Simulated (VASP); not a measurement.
# Cs (Im-3m) in VASP: a series of runs

The runs below take Cs through single point, with LDA.

Program: VASP 6.6.1. These are calculated values, not measurements. Logs are shortened: lines on timing, memory, paths and dates and some standing lists are left out, and cuts for length are marked.

## 1. The cell of the first run

The structure is cubic, space group Im-3m (No. 229). Conventional cell: a = 6.067 Å, b = 6.067 Å, c = 6.067 Å, α = 90.00°, β = 90.00°, γ = 90.00°.

## 2. Single point, LDA

INCAR reads:

```
SYSTEM = Cs
ALGO     = Normal         ! electronic algorithm
EDIFF    = 1E-6           ! SCF threshold, eV
ENCUT    = 520            ! plane-wave cutoff, eV
GGA      = CA             ! functional
ISIF     = 2              ! what is computed and relaxed
ISMEAR   = -1             ! smearing method
LASPH    = .TRUE.         ! aspherical terms in the spheres
LCHARG   = .FALSE.        ! write CHGCAR
LREAL    = .FALSE.        ! projectors in reciprocal space
LWAVE    = .FALSE.        ! write WAVECAR
NBANDS   = 10             ! bands
NELM     = 80             ! most SCF steps
PREC     = Accurate       ! precision mode
SIGMA    = 0.1            ! smearing width, eV
```

KPOINTS reads:

```
k-points
0
G
  7 7 7
  0 0 0
```

POSCAR reads:

```
Cs
1.0
   -3.0335000000      3.0335000000      3.0335000000
    3.0335000000     -3.0335000000      3.0335000000
    3.0335000000      3.0335000000     -3.0335000000
Cs
1
Direct
    0.0000000000      0.0000000000      0.0000000000
```

Potentials or basis: VASP PAW LDA potentials, release 64 (Cs_sv).

Run with:

```
> cat potpaw_LDA.64/Cs_sv/POTCAR > POTCAR
> mpirun -np 1 vasp_std > vasp.out
```

OUTCAR:

```text
SYSTEM = Cs
   EDIFF = 1E-6
   ENCUT = 520
   GGA = CA
   ISIF = 2
   ISMEAR = -1
   LASPH = .TRUE.
   LREAL = .FALSE.
   NELM = 80
   PREC = Accurate

 ion  position               nearest neighbor table
   1  0.000  0.000  0.000-

  LATTYP: Found a body centered cubic cell.
 ALAT       =     6.0670000000

  Lattice vectors:

 A1 = (  -3.0335000000,   3.0335000000,   3.0335000000)
 A2 = (   3.0335000000,  -3.0335000000,   3.0335000000)
 A3 = (   3.0335000000,   3.0335000000,  -3.0335000000)

Analysis of symmetry for initial positions (statically):
=====================================================================
 Subroutine PRICEL returns:
 Original cell was already a primitive cell.

 Routine SETGRP: Setting up the symmetry group for a
 body centered cubic supercell.

 Subroutine GETGRP returns: Found 48 space group operations
 (whereof 48 operations were pure point group operations)
 out of a pool of 48 trial point group operations.

The static configuration has the point symmetry O_h .

Analysis of symmetry for dynamics (positions and initial velocities):
=====================================================================
 Subroutine PRICEL returns:
 Original cell was already a primitive cell.

 Routine SETGRP: Setting up the symmetry group for a
 body centered cubic supercell.

 Subroutine GETGRP returns: Found 48 space group operations
 (whereof 48 operations were pure point group operations)
 out of a pool of 48 trial point group operations.

The dynamic configuration has the point symmetry O_h .

 Subroutine INISYM returns: Found 48 space group operations
 (whereof 48 operations are pure point group operations),
 and found     1 'primitive' translations

----------------------------------------------------------------------------------------

                                     Primitive cell

  volume of cell :     111.6586

  direct lattice vectors                    reciprocal lattice vectors
    -3.033500000  3.033500000  3.033500000     0.000000000  0.164826108  0.164826108
     3.033500000 -3.033500000  3.033500000     0.164826108  0.000000000  0.164826108
     3.033500000  3.033500000 -3.033500000     0.164826108  0.164826108  0.000000000

  length of vectors
     5.254176125  5.254176125  5.254176125     0.233099318  0.233099318  0.233099318

  position of ions in fractional coordinates (direct lattice)
     0.000000000  0.000000000  0.000000000

  ion indices of the primitive-cell ions
   primitive index   ion index
                 1           1

----------------------------------------------------------------------------------------

 KPOINTS: k-points

Automatic generation of k-mesh.
 Grid dimensions read from file:
 generate k-points for:    7    7    7

 Generating k-lattice:

  Cartesian coordinates                     Fractional coordinates (reciprocal lattice)
     0.000000000  0.023546587  0.023546587     0.142857143  0.000000000  0.000000000
     0.023546587  0.000000000  0.023546587     0.000000000  0.142857143  0.000000000
     0.023546587  0.023546587  0.000000000     0.000000000  0.000000000  0.142857143

  Length of vectors
     0.033299903  0.033299903  0.033299903

  Shift w.r.t. Gamma in fractional coordinates (k-lattice)
     0.000000000  0.000000000  0.000000000

 Subroutine IBZKPT returns following result:
 ===========================================

 Found     20 irreducible k-points:

 Following reciprocal coordinates:
            Coordinates               Weight
  0.000000  0.000000  0.000000      1.000000
  0.142857  0.000000  0.000000     12.000000
  0.285714  0.000000  0.000000     12.000000
  0.428571  0.000000  0.000000     12.000000
  0.142857  0.142857  0.000000     24.000000
  0.285714  0.142857  0.000000     48.000000
[... 12 lines left out ...]
 -0.428571 -0.428571  0.285714      8.000000
 -0.428571  0.428571  0.428571      6.000000
   k-points           NKPTS =     20   k-points in BZ     NKDIM =     20   number of bands    NBANDS=     10
   number of dos      NEDOS =    301   number of ions     NIONS =      1
   total plane-waves  NPLWV =  64000
   dimension x,y,z NGX =    40 NGY =   40 NGZ =   40
   dimension x,y,z NGXF=    80 NGYF=   80 NGZF=   80
   ions per type =               1
   NGX,Y,Z   is equivalent  to a cutoff of  12.66, 12.66, 12.66 a.u.
   NGXF,Y,Z  is equivalent  to a cutoff of  25.31, 25.31, 25.31 a.u.
 SYSTEM =  Cs
   PREC   = accura    normal or accurate (medium, high low for compatibility)
   ISTART =      0    job   : 0-new  1-cont  2-samecut
   ICHARG =      2    charge: 1-file 2-atom 10-const
   ISPIN  =      1    spin polarized calculation?
   LNONCOLLINEAR =      F non collinear calculations
   LSORBIT =      F    spin-orbit coupling
   LASPH  =      T    aspherical Exc in radial PAW
   ENCUT  =  520.0 eV  38.22 Ry    6.18 a.u.   9.77  9.77  9.77*2*pi/ulx,y,z
   NELM   =     80;   NELMIN=  2; NELMDL= -5     # of ELM steps
   EDIFF  = 0.1E-05   stopping-criterion for ELM
   LREAL  =      F    real-space projection
[... 7 lines left out ...]
   TEBEG  =    0.0;   TEEND  =   0.0 temperature during run
   PSTRESS=    0.0 pullay stress
   NELECT =       9.0000    total number of electrons
   NUPDOWN=      -1.0000    fix difference up-down
   EMIN   =  10.00;   EMAX   =-10.00  energy-range for DOS
   EFERMI =   0.00;   METHOD = LEGACY
   ISMEAR =    -1;   SIGMA  =   0.10  broadening in eV -4-tet -1-fermi 0-gaus
   EFERMI_NEDOS =   21; number of points for ismear=-14 and -15
   IALGO  =     38    algorithm
   IMIX   =      4    mixing-type and parameters
     AMIX     =   0.40;   BMIX     =  1.00
     AMIX_MAG =   1.60;   BMIX_MAG =  1.00
  volume/ion in A,a.u.               =     111.66       753.51
  Fermi-wavevector in a.u.,A,eV,Ry     =   0.707172  1.336361  6.804166  0.500092
  Thomas-Fermi vector in A             =   1.793149
   LORBIT       =      0    0 simple, 1 ext, 2 COOP (PROOUT), +10 PAW based schemes
   GGA     = CA    functional components
   LHFCALC =     F    Hartree Fock is set to
   AEXX    =    0.0000 exact exchange contribution
   IVDW    =     0    specifies the selected vdW correction
   LEPSILON=     F    determine dielectric tensor
   LRPA    =     F    only Hartree local field effects (RPA)
 non-spin polarized calculation
  energy-cutoff  :      520.00
  volume of cell :      111.66
 maximum number of plane-waves:      3043
   NGX = 19   NGY = 19   NGZ = 19

 number of electron       8.9999999 magnetization

 Free energy of the ion-electron system (eV)
  ---------------------------------------------------
  ext. energy  EPLUGINS =         0.00000000
  ---------------------------------------------------
  free energy    TOTEN  =        -0.99905808 eV

  energy without entropy =       -0.96009166  energy(sigma->0) =       -0.97957487

 E-fermi :   0.3535     XC(G=0):  -5.6195

 val. band max:        0.2282164157   @ k =  -0.2857   0.2857   0.2857
 cond. band min:       0.3679277927   @ k =  -0.2857   0.4286   0.1429
 fundamental gap:      0.1397113770
 Fermi energy:         0.3535282381

 k-point     1 :       0.0000    0.0000    0.0000
  band No.  band energies     occupation
      1     -23.4472      2.00000
      2     -10.1775      2.00000
      3     -10.1775      2.00000
      4     -10.1775      2.00000
      5      -1.3552      2.00000
      6       2.7956      0.00000
      7       2.7956      0.00000
      8       2.7956      0.00000
      9       3.7111      0.00000
     10       3.7111      0.00000

 k-point     2 :       0.1429    0.0000    0.0000
  band No.  band energies     occupation
      1     -23.4457      2.00000
      2     -10.2079      2.00000
      3     -10.1874      2.00000
      4     -10.1775      2.00000
      5      -1.1239      2.00000
      6       2.5673      0.00000
      7       2.5800      0.00000
      8       3.0294      0.00000
      9       3.4845      0.00000
     10       3.6864      0.00000

 k-point     3 :       0.2857    0.0000    0.0000
  band No.  band energies     occupation
      1     -23.4424      2.00000
      2     -10.2745      2.00000
      3     -10.2093      2.00000
      4     -10.1776      2.00000
      5      -0.5057      1.99963
      6       1.9271      0.00000
      7       2.2148      0.00000
      8       3.5844      0.00000
      9       3.7079      0.00000
     10       3.7569      0.00000

 k-point     4 :       0.4286    0.0000    0.0000
  band No.  band energies     occupation
      1     -23.4397      2.00000
      2     -10.3262      2.00000
      3     -10.2268      2.00000
      4     -10.1777      2.00000
      5       0.2101      1.61517
      6       1.4234      0.00005
      7       1.9873      0.00000
      8       3.5695      0.00000
      9       4.0397      0.00000
     10       4.7415      0.00000
[... 170 lines left out ...]
 k-point    18 :      -0.4286    0.4286    0.2857
  band No.  band energies     occupation
      1     -23.4359      2.00000
      2     -10.3008      2.00000
      3     -10.2631      2.00000
      4     -10.2472      2.00000
      5       0.8386      0.01552
      6       1.2701      0.00021
      7       2.4539      0.00000
      8       2.6961      0.00000
      9       3.5175      0.00000
     10       4.5343      0.00000

 k-point    19 :      -0.4286   -0.4286    0.2857
  band No.  band energies     occupation
      1     -23.4348      2.00000
      2     -10.2911      2.00000
      3     -10.2911      2.00000
      4     -10.2519      2.00000
      5       1.1137      0.00100
      6       1.1137      0.00100
      7       2.1822      0.00000
      8       3.4068      0.00000
      9       3.4068      0.00000
     10       4.5438      0.00000

 k-point    20 :      -0.4286    0.4286    0.4286
  band No.  band energies     occupation
      1     -23.4337      2.00000
      2     -10.2881      2.00000
      3     -10.2830      2.00000
      4     -10.2830      2.00000
      5       0.9947      0.00328
      6       1.0787      0.00142
      7       3.1010      0.00000
      8       3.2306      0.00000
      9       3.2306      0.00000
     10       4.6308      0.00000

------------------------ aborting loop because EDIFF is reached ----------------------------------------

  FORCE on cell =-STRESS in cart. coord.  units (eV):
  Direction    XX          YY          ZZ          XY          YZ          ZX
  --------------------------------------------------------------------------------------
  -------------------------------------------------------------------------------------
  Total       -0.2146808     -0.2146808     -0.2146808      0.0000000     -0.0000000      0.0000000
  in kB       -3.0804335     -3.0804335     -3.0804335      0.0000000     -0.0000000      0.0000000
  external PRESSURE =      -3.0804335 kB  Pullay stress =       0.0000000 kB

 VOLUME and BASIS-vectors are now :
 -----------------------------------------------------------------------------
  energy-cutoff  :      520.00
  volume of cell :      111.66
      direct lattice vectors                 reciprocal lattice vectors
    -3.033500000  3.033500000  3.033500000     0.000000000  0.164826108  0.164826108
     3.033500000 -3.033500000  3.033500000     0.164826108  0.000000000  0.164826108
     3.033500000  3.033500000 -3.033500000     0.164826108  0.164826108  0.000000000

 POSITION                                       TOTAL-FORCE (eV/Angst)
 -----------------------------------------------------------------------------------
      0.00000      0.00000      0.00000        -0.000000      0.000000     -0.000000
 -----------------------------------------------------------------------------------
    total drift:                               -0.000000      0.000000     -0.000000

  FREE ENERGIE OF THE ION-ELECTRON SYSTEM (eV)
  ---------------------------------------------------
  free  energy   TOTEN  =        -0.9990580794 eV

  energy  without entropy=       -0.9600916618  energy(sigma->0) =       -0.97957487
```

Wall time 8.4 s (1 thread of Intel Xeon Platinum 8375C at 2.90GHz (Ice Lake), shared host); peak memory 0.19 GiB.

Results:

```
Free energy : -0.9991 eV
Pressure    : -0.3 GPa
```

Caveat: spin-orbit coupling is left out, which moves the levels of the heavy elements.

## 3. Single point, LDA

INCAR reads:

```
PREC     = Accurate       # precision mode
ENCUT    = 520            # plane-wave cutoff, eV
EDIFF    = 1E-6           # SCF threshold, eV
ISMEAR   = -1             # smearing method
SIGMA    = 0.1            # smearing width, eV
LREAL    = F              # projectors in reciprocal space
LASPH    = T              # aspherical terms in the spheres
NELM     = 80             # most SCF steps
ALGO     = Normal         # electronic algorithm
ISIF     = 2              # what is computed and relaxed
LWAVE    = F              # write WAVECAR
LCHARG   = F              # write CHGCAR
NBANDS   = 10             # bands
```

KPOINTS reads:

```
Automatic mesh
0
Gamma
  7 7 7
```

POSCAR is that of step 2.

Potentials or basis: VASP PAW LDA potentials, release 64 (Cs_sv).

Run with:

```
> cat potpaw_LDA.64/Cs_sv/POTCAR > POTCAR
> mpirun -np 1 vasp_std > vasp.out
```

OUTCAR:

```text
PREC = Accurate
   ENCUT = 520
   EDIFF = 1E-6
   ISMEAR = -1
   LREAL = F
   LASPH = T
   NELM = 80
   ISIF = 2

 ion  position               nearest neighbor table
   1  0.000  0.000  0.000-

  LATTYP: Found a body centered cubic cell.
 ALAT       =     6.0670000000

  Lattice vectors:

 A1 = (  -3.0335000000,   3.0335000000,   3.0335000000)
 A2 = (   3.0335000000,  -3.0335000000,   3.0335000000)
 A3 = (   3.0335000000,   3.0335000000,  -3.0335000000)

Analysis of symmetry for initial positions (statically):
=====================================================================
 Subroutine PRICEL returns:
 Original cell was already a primitive cell.

 Routine SETGRP: Setting up the symmetry group for a
 body centered cubic supercell.

 Subroutine GETGRP returns: Found 48 space group operations
 (whereof 48 operations were pure point group operations)
 out of a pool of 48 trial point group operations.

The static configuration has the point symmetry O_h .

Analysis of symmetry for dynamics (positions and initial velocities):
[... 157 lines left out ...]

 k-point     1 :       0.0000    0.0000    0.0000
  band No.  band energies     occupation
      1     -23.4472      2.00000
      2     -10.1775      2.00000
      3     -10.1775      2.00000
      4     -10.1775      2.00000
      5      -1.3552      2.00000
      6       2.7956      0.00000
      7       2.7956      0.00000
      8       2.7956      0.00000
      9       3.7111      0.00000
     10       3.7111      0.00000
[... 235 lines left out ...]
 k-point    20 :      -0.4286    0.4286    0.4286
  band No.  band energies     occupation
      1     -23.4337      2.00000
      2     -10.2881      2.00000
      3     -10.2830      2.00000
      4     -10.2830      2.00000
      5       0.9947      0.00328
      6       1.0787      0.00142
      7       3.1010      0.00000
      8       3.2306      0.00000
      9       3.2306      0.00000
     10       4.6308      0.00000

------------------------ aborting loop because EDIFF is reached ----------------------------------------

  FORCE on cell =-STRESS in cart. coord.  units (eV):
  Direction    XX          YY          ZZ          XY          YZ          ZX
  --------------------------------------------------------------------------------------
  -------------------------------------------------------------------------------------
  Total       -0.2146808     -0.2146808     -0.2146808      0.0000000     -0.0000000      0.0000000
  in kB       -3.0804335     -3.0804335     -3.0804335      0.0000000     -0.0000000      0.0000000
  external PRESSURE =      -3.0804335 kB  Pullay stress =       0.0000000 kB

 VOLUME and BASIS-vectors are now :
 -----------------------------------------------------------------------------
  energy-cutoff  :      520.00
  volume of cell :      111.66
      direct lattice vectors                 reciprocal lattice vectors
    -3.033500000  3.033500000  3.033500000     0.000000000  0.164826108  0.164826108
     3.033500000 -3.033500000  3.033500000     0.164826108  0.000000000  0.164826108
     3.033500000  3.033500000 -3.033500000     0.164826108  0.164826108  0.000000000

 POSITION                                       TOTAL-FORCE (eV/Angst)
 -----------------------------------------------------------------------------------
      0.00000      0.00000      0.00000        -0.000000      0.000000     -0.000000
 -----------------------------------------------------------------------------------
    total drift:                               -0.000000      0.000000     -0.000000

  FREE ENERGIE OF THE ION-ELECTRON SYSTEM (eV)
  ---------------------------------------------------
  free  energy   TOTEN  =        -0.9990580794 eV

  energy  without entropy=       -0.9600916618  energy(sigma->0) =       -0.97957487
```

OSZICAR:

```text
N       E                     dE             d eps       ncg     rms          rms(c)
DAV:   1     0.512609671675E+02    0.51261E+02   -0.29581E+03   400   0.637E+02
DAV:   2     0.402755348596E+01   -0.47233E+02   -0.45528E+02   524   0.107E+02
DAV:   3    -0.925839062759E+00   -0.49534E+01   -0.49447E+01   468   0.399E+01
DAV:   4    -0.999289289717E+00   -0.73450E-01   -0.73435E-01   462   0.584E+00
DAV:   5    -0.999726566639E+00   -0.43728E-03   -0.43727E-03   546   0.447E-01    0.128E-01
DAV:   6    -0.999074625906E+00    0.65194E-03   -0.14104E-03   502   0.169E-01    0.818E-02
DAV:   7    -0.999018441149E+00    0.56185E-04   -0.23387E-03   510   0.216E-01    0.350E-02
DAV:   8    -0.999057359901E+00   -0.38919E-04   -0.65316E-05   466   0.503E-02    0.391E-03
DAV:   9    -0.999058079363E+00   -0.71946E-06   -0.21427E-06   512   0.729E-03
   1 F= -.99905808E+00 E0= -.97957487E+00  d E =-.389664E-01
```

stdout:

```text
POSCAR found type information on POSCAR Cs
 POSCAR found :  1 types and       1 ions
 scaLAPACK will be used
 LDA part: xc-table for (Slater(with rela. corr.)+CA(PZ))
 , standard interpolation
 POSCAR, INCAR and KPOINTS ok, starting setup
 FFT: planning ... GRIDC
 FFT: planning ... GRID_SOFT
 FFT: planning ... GRID
 WAVECAR not read
 entering main loop
```

It took 8.5 s on 1 thread of Intel Xeon Platinum 8375C at 2.90GHz (Ice Lake), shared host; peak memory 0.19 GiB.

What came out:

```
Free energy : -0.9991 eV
Pressure    : -0.3 GPa
```

Levels at points of the mesh, in eV from the Fermi level:
| k point | band 1 | band 2 | band 3 | band 4 | band 5 | band 6 | band 7 | band 8 |
| --- | --- | --- | --- | --- | --- | --- | --- | --- |
| (0.00, 0.00, 0.00) | -23.80 | -10.53 | -10.53 | -10.53 | -1.71 | 2.44 | 2.44 | 2.44 |

Caveat: spin-orbit coupling is left out, which moves the levels of the heavy elements.
